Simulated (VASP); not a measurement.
**Al3N: single point with PBE**

Crystal: Al3N.

```
Al N
1.0
    -2.49324    2.49324    2.49324
     2.49324   -2.49324    2.49324
     2.49324    2.49324   -2.49324
Al N
3 1
Direct
  0.00000 0.50000 0.50000
  0.50000 0.00000 0.50000
  0.50000 0.50000 0.00000
  0.00000 0.00000 0.00000
```

```yaml
Program: VASP 6.6.1
Task: single point
Functional: PBE
Potentials_or_basis: VASP PAW PBE potentials, release 64 (Al, N)
Cutoff: 600 eV
k_mesh: 6 × 6 × 6
Occupations: gaussian, width 0.2 eV
Spin: no spin polarisation
Dipole_correction: no
Further_INCAR_settings: ALGO = Normal; EDIFF = 1e-06; NBANDS = 15
```

| Quantity | Value |
| --- | --- |
| Pressure | 0.3 GPa |
| Band gap on the k mesh | zero (band 7 reaches 7.03 eV, above the bottom of band 8 at 5.40 eV) |

Levels at points of the mesh, in eV from the Fermi level:
| k point | band 5 | band 6 | band 7 | band 8 | band 9 | band 10 |
| --- | --- | --- | --- | --- | --- | --- |
| (0.00, 0.00, 0.00) | -2.14 | 0.00 | 0.00 | 0.00 | 1.95 | 1.95 |
| (0.50, 0.00, 0.00) | -2.83 | -1.45 | 0.23 | 0.41 | 3.01 | 3.20 |
| (0.50, 0.50, 0.50) | -4.61 | -4.61 | 1.15 | 1.15 | 1.15 | 5.04 |

It took 16 s on 1 thread of Intel(R) Xeon(R) Platinum 8488C (Sapphire Rapids) (shared host), peak memory 0.2 GiB.
